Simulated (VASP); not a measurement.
# Pd2PtS3 (P6/mmm) in VASP: a series of runs, part 2 of 2

VASP 6.6.1. The steps go on from the part before.

## 4. Relaxation of cell and atoms, PBE

Input file INCAR:

```
PREC = Accurate
ENCUT = 600
EDIFF = 1E-6
ISMEAR = 0
SIGMA = 0.1
LREAL = F
LASPH = T
NELM = 100
ALGO = Normal
ISIF = 3
LWAVE = F
LCHARG = F
GGA = PE
IBRION = 2
NSW = 100
EDIFFG = -0.01
```

Input file KPOINTS:

```
regular mesh
0
Gamma
  6 6 10
```

Input file POSCAR:

```
Pd2PtS3
1.0
    6.0565990400      0.0000000000      0.0000000000
   -3.0282995200      5.2451686300      0.0000000000
    0.0000000000      0.0000000000      3.5601318400
Pd Pt S
2 1 3
Direct
    0.3333333300      0.6666666700      0.5000000000
    0.6666666700      0.3333333300      0.5000000000
    0.0000000000      0.0000000000      0.5000000000
    0.0000000000      0.5000000000      0.0000000000
    0.5000000000      0.0000000000      0.0000000000
    0.5000000000      0.5000000000      0.0000000000
```

Potentials or basis: VASP PAW PBE potentials, release 64 (Pd, Pt, S).

The run is started by

```console
$ cat potpaw_PBE.64/Pd/POTCAR potpaw_PBE.64/Pt/POTCAR potpaw_PBE.64/S/POTCAR > POTCAR
$ mpirun -np 1 vasp_std > vasp.out
```

OUTCAR:

```text
PREC = Accurate
   ENCUT = 600
   EDIFF = 1E-6
   ISMEAR = 0
   LREAL = F
   LASPH = T
   NELM = 100
   ISIF = 3
   GGA = PE
   IBRION = 2
   NSW = 100
   EDIFFG = -0.01

 ion  position               nearest neighbor table
   1  0.333  0.667  0.500-   4 2.50   4 2.50   5 2.50   5 2.50   6 2.50   6 2.50
   2  0.667  0.333  0.500-   4 2.50   4 2.50   5 2.50   5 2.50   6 2.50   6 2.50
   3  0.000  0.000  0.500-
   4  0.000  0.500  0.000-   1 2.50   2 2.50   1 2.50   2 2.50
   5  0.500  0.000  0.000-   1 2.50   2 2.50   1 2.50   2 2.50
   6  0.500  0.500  0.000-   1 2.50   2 2.50   1 2.50   2 2.50

  LATTYP: Found a hexagonal cell.
 ALAT       =     6.0565990400
 C/A-ratio  =     0.5878103894

  Lattice vectors:

 A1 = (   6.0565990400,   0.0000000000,   0.0000000000)
 A2 = (  -3.0282995200,   5.2451686300,   0.0000000000)
 A3 = (   0.0000000000,   0.0000000000,   3.5601318400)

Analysis of symmetry for initial positions (statically):
=====================================================================
 Subroutine PRICEL returns:
 Original cell was already a primitive cell.

 Routine SETGRP: Setting up the symmetry group for a
 hexagonal supercell.
[... 289 lines left out ...]
  ---------------------------------------------------
  free  energy   TOTEN  =       -24.8098166576 eV

  energy  without entropy=      -24.7725816259  energy(sigma->0) =      -24.79119914

[... ionic steps 4 to 12 ...]

--------------------------------------- Ionic step       13  -------------------------------------------

 number of electron      48.0000001 magnetization

------------------------ aborting loop because EDIFF is reached ----------------------------------------
[... 75 lines left out ...]
--------------------------------------- Ionic step       15  -------------------------------------------

 number of electron      48.0000000 magnetization

 Free energy of the ion-electron system (eV)
  ---------------------------------------------------
  ext. energy  EPLUGINS =         0.00000000
  ---------------------------------------------------
  free energy    TOTEN  =       -24.86910608 eV

  energy without entropy =      -24.83403451  energy(sigma->0) =      -24.85157029

 E-fermi :   6.2041     XC(G=0): -10.9096

 val. band max:        6.1994957434   @ k =   0.3333   0.3333   0.3000
 cond. band min:       6.2074961451   @ k =   0.1667   0.1667   0.4000
 fundamental gap:      0.0080004017
 Fermi energy:         6.2040669247

 k-point     1 :       0.0000    0.0000    0.0000
  band No.  band energies     occupation
      1      -8.3536      2.00000
      2      -6.6544      2.00000
      3      -6.6544      2.00000
      4      -1.7056      2.00000
      5       1.3081      2.00000
      6       1.3081      2.00000
[... 733 lines left out ...]
     27       7.1853      0.00000
     28       7.5744      0.00000

 [... further k-points ...]

------------------------ aborting loop because EDIFF is reached ----------------------------------------

  FORCE on cell =-STRESS in cart. coord.  units (eV):
  Direction    XX          YY          ZZ          XY          YZ          ZX
  --------------------------------------------------------------------------------------
  -------------------------------------------------------------------------------------
  Total        0.0016140      0.0016140     -0.0008956      0.0000000      0.0000000      0.0000000
  in kB        0.0229963      0.0229963     -0.0127599      0.0000000      0.0000000      0.0000000
  external PRESSURE =       0.0110776 kB  Pullay stress =       0.0000000 kB
[... 21 lines left out ...]
  FREE ENERGIE OF THE ION-ELECTRON SYSTEM (eV)
  ---------------------------------------------------
  free  energy   TOTEN  =       -24.8691060763 eV

  energy  without entropy=      -24.8340345079  energy(sigma->0) =      -24.85157029

 reached required accuracy - stopping structural energy minimisation
```

OSZICAR:

```text
N       E                     dE             d eps       ncg     rms          rms(c)
DAV:   1     0.320546427692E+03    0.32055E+03   -0.25101E+04  2352   0.177E+03
DAV:   2    -0.324901258812E+01   -0.32380E+03   -0.31285E+03  2740   0.325E+02
DAV:   3    -0.250602235498E+02   -0.21811E+02   -0.20028E+02  2956   0.769E+01
[... 162 lines left out ...]
DAV:   3    -0.248694048236E+02    0.73763E-03   -0.30846E-03  2548   0.432E-01    0.127E-01
DAV:   4    -0.248691354712E+02    0.26935E-03   -0.55750E-04  2488   0.157E-01    0.399E-02
DAV:   5    -0.248691056755E+02    0.29796E-04   -0.94582E-05  2640   0.838E-02    0.254E-02
DAV:   6    -0.248691059747E+02   -0.29920E-06   -0.14890E-05  2464   0.228E-02    0.914E-03
DAV:   7    -0.248691060763E+02   -0.10160E-06   -0.12608E-06  1176   0.102E-02
  15 F= -.24869106E+02 E0= -.24851570E+02  d E =-.938706E-04
```

CONTCAR:

```text
Pd2PtS3
   1.00000000000000
     6.3099712708908298    0.0000000000000000    0.0000000000000000
    -3.1549856354454149    5.4645954186661712    0.0000000000000001
     0.0000000000000000    0.0000000000000000    3.2611896158814906
  Pd              Pt              S
     2     1     3
Direct
     0.3333333300000021    0.6666666699999979    0.5000000000000000
     0.6666666699999979    0.3333333300000021    0.5000000000000000
     0.0000000000000000    0.0000000000000000    0.5000000000000000
     0.0000000000000000    0.5000000000000000    0.0000000000000000
     0.5000000000000000    0.0000000000000000    0.0000000000000000
     0.5000000000000000    0.5000000000000000    0.0000000000000000

  0.00000000E+00  0.00000000E+00  0.00000000E+00
  0.00000000E+00  0.00000000E+00  0.00000000E+00
  0.00000000E+00  0.00000000E+00  0.00000000E+00
  0.00000000E+00  0.00000000E+00  0.00000000E+00
  0.00000000E+00  0.00000000E+00  0.00000000E+00
  0.00000000E+00  0.00000000E+00  0.00000000E+00
```

Run time: 12 min. Hardware: 1 thread of Intel Xeon 6975P-C (Granite Rapids), shared host; peak memory 0.37 GiB.

Results:

- Free energy: -24.8691 eV
- Relaxed volume: 18.74 Å³/atom
- Relaxed cell: a = 6.310 Å, b = 6.310 Å, c = 3.261 Å, α = 90.00°, β = 90.00°, γ = 120.00°
- Space group after relaxing (to 0.05 Å): P6/mmm (No. 191)
- Energy gained by relaxing: 19.1 meV/atom
- Ionic steps: 15
- Pressure after relaxing: 0.0 GPa
- Band gap on the k mesh: zero (band 24 reaches 6.34 eV, above the bottom of band 25 at 6.04 eV)

The path:
| step | energy change (eV) | largest force (eV/Å) | pressure (GPa) | volume (Å³) |
| --- | --- | --- | --- | --- |
| 1 | 0.0000 | 0.0000 | -3.48 | 113.10 |
| 2 | -0.0363 | 0.0000 | 2.82 | 106.51 |
| 3 | -0.0554 | 0.0000 | 0.28 | 108.86 |
| 4 | -0.0619 | 0.0000 | 0.29 | 109.09 |
| 5 | -0.0808 | 0.0000 | 0.34 | 109.75 |
| 6 | -0.1083 | 0.0000 | 0.55 | 110.95 |
| 7 | -0.0823 | 0.0000 | 1.49 | 112.75 |
| 8 | -0.1127 | 0.0000 | 0.77 | 111.63 |
| 9 | -0.1035 | 0.0000 | -1.63 | 114.85 |
| 10 | -0.1146 | 0.0000 | 0.03 | 112.57 |
| 11 | -0.1146 | 0.0000 | 0.01 | 112.55 |
| 12 | -0.1141 | 0.0000 | 0.41 | 112.09 |
| 13 | -0.1146 | 0.0000 | 0.05 | 112.53 |
| 14 | -0.1147 | 0.0000 | 0.05 | 112.50 |
| 15 | -0.1147 | 0.0000 | 0.00 | 112.45 |

Final structure:
```cif
data_structure
_symmetry_space_group_name_H-M 'P 1'
_symmetry_Int_Tables_number 1
_cell_length_a 6.3100
_cell_length_b 6.3100
_cell_length_c 3.2612
_cell_angle_alpha 90.000
_cell_angle_beta 90.000
_cell_angle_gamma 120.000
_cell_volume 112.45
loop_
_atom_site_label
_atom_site_type_symbol
_atom_site_fract_x
_atom_site_fract_y
_atom_site_fract_z
_atom_site_occupancy
Pd1 Pd 0.33333 0.66667 0.50000 1
Pd2 Pd 0.66667 0.33333 0.50000 1
Pt1 Pt 0.00000 0.00000 0.50000 1
S1 S 0.00000 0.50000 0.00000 1
S2 S 0.50000 0.00000 0.00000 1
S3 S 0.50000 0.50000 0.00000 1
```

Levels at points of the mesh, in eV from the Fermi level:
| k point | band 21 | band 22 | band 23 | band 24 | band 25 | band 26 | band 27 | band 28 |
| --- | --- | --- | --- | --- | --- | --- | --- | --- |
| (0.00, 0.00, 0.00) | -0.68 | -0.61 | -0.32 | -0.32 | 0.75 | 0.75 | 2.04 | 2.04 |
| (0.50, 0.00, 0.00) | -0.64 | -0.48 | -0.32 | 0.01 | 0.51 | 0.72 | 1.15 | 2.04 |
| (0.00, 0.00, 0.50) | -0.22 | -0.22 | -0.08 | -0.08 | -0.06 | 1.78 | 2.71 | 2.71 |
| (0.50, 0.00, 0.50) | -0.73 | -0.73 | -0.57 | -0.11 | -0.03 | 0.50 | 2.29 | 2.71 |

Caveat: spin-orbit coupling is left out, which moves the levels of the heavy elements.

## 5. The runs side by side

```tsv
task	cell	k mesh	cutoff (eV)	gap on the mesh (eV)	pressure (GPa)
single point	a = 6.057, b = 6.057, c = 3.560 Å, angles 90.0, 90.0, 120.0°, 6 atoms	3 × 3 × 6	520	none	-3.6
single point	a = 6.314, b = 6.314, c = 3.261 Å, angles 90.0, 90.0, 120.0°, 6 atoms	6 × 6 × 10	520	none	-0.1
relaxation of cell and atoms	relaxed from a = 6.057, b = 6.057, c = 3.560 Å, angles 90.0, 90.0, 120.0°, 6 atoms	6 × 6 × 10	600	none	0.0
```

Alike in all rows: level PBE; potentials or basis VASP PAW PBE potentials, release 64 (Pd, Pt, S); no spin polarisation; smearing gaussian 0.1 eV.

Caveats: some runs use coarse meshes; spin-orbit coupling is left out, which moves the levels of the heavy elements.

Absolute energies hang on the potentials; compare differences alone.
